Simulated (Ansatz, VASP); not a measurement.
# Two plane-wave programs on TaN

POSCAR

```
TaN
1.0
    2.7012619810      0.0000000000      0.0000000000
   -1.3506309905      2.3393614978      0.0000000000
    0.0000000000      0.0000000000      3.1153880370
Ta N
1 1
Direct
    0.3333333333      0.6666666667      0.5000000000
    0.0000000000      0.0000000000      0.0000000000
```

INCAR.step1

```
SYSTEM = TaN
PREC = Accurate
ENCUT = 520
ISMEAR = 0
SIGMA = 0.15
LREAL = .FALSE.
LASPH = .TRUE.
NELM = 100
NBANDS = 15
GGA = PE
ALGO = Normal
EDIFF = 1E-4
LWAVE = .TRUE.
LCHARG = .FALSE.
```

INCAR.step2

```
SYSTEM = TaN
PREC = Accurate
ENCUT = 520
EDIFF = 1E-7
ISMEAR = 0
SIGMA = 0.15
LREAL = .FALSE.
LASPH = .TRUE.
NELM = 100
ALGO = Normal
ISIF = 2
LWAVE = .FALSE.
LCHARG = .FALSE.
METAGGA = R2SCAN
LMIXTAU = .TRUE.
NBANDS = 15
ISTART = 1
```

File KPOINTS:

```
regular mesh
0
G
  24 24 20
  0 0 0
```

Input for Ansatz:

```yaml
crystal:
  lattice:
    - [2.701261981, 0.0, 0.0]
    - [-1.3506309905, 2.3393614978, 0.0]
    - [0.0, 0.0, 3.115388037]
  atoms:
    - { symbol: Ta, position: [0.3333333333, 0.6666666667, 0.5] }
    - { symbol: "N", position: [0.0, 0.0, 0.0] }
basis:
  ecutwfc: 500
kpoints:
  mp_grid: { grid: [24, 24, 20] }
hamiltonian:
  xc: r2scan
scf:
  occupations: { method: gaussian, width: 0.15 }
output:
  forces: true
  stress: true
  eigenvalues: true
```

Change from the starting cell: strain -0.080 along x and y, +0.080 along z, atoms carried along.

Alike in both runs: task single point; functional r2SCAN; k mesh 24 × 24 × 20; occupations gaussian, width 0.15 eV; no spin polarisation.

|  | VASP | Ansatz |
| --- | --- | --- |
| version | VASP 6.6.1 | Ansatz 0.2.0 |
| potentials or method | VASP PAW PBE potentials, release 64 (Ta_pv, N), cutoff 520 eV | scalar-relativistic, plane waves, PAW |
| valence electrons in the cell | 16 | 18 |

```tsv
	VASP	Ansatz	Ansatz less VASP
gap on the k mesh at the Fermi level (eV)	none	none	-
pressure (GPa)	40.8	38.4	-2.41
traceless stress, the component that is largest in VASP (GPa)	-80.09	-80.15	-0.061
```

VASP's potentials were made for PBE, not for r2SCAN. A gap of «none» marks a metal or a gap that the smearing closes. Both programs put the cell under a high pressure, so it lies far from rest at this level. VASP's potentials hold 16 valence electrons a cell and Ansatz's 18, so a difference there can come from the potentials and not from the codes.

Spin-orbit coupling is off throughout.
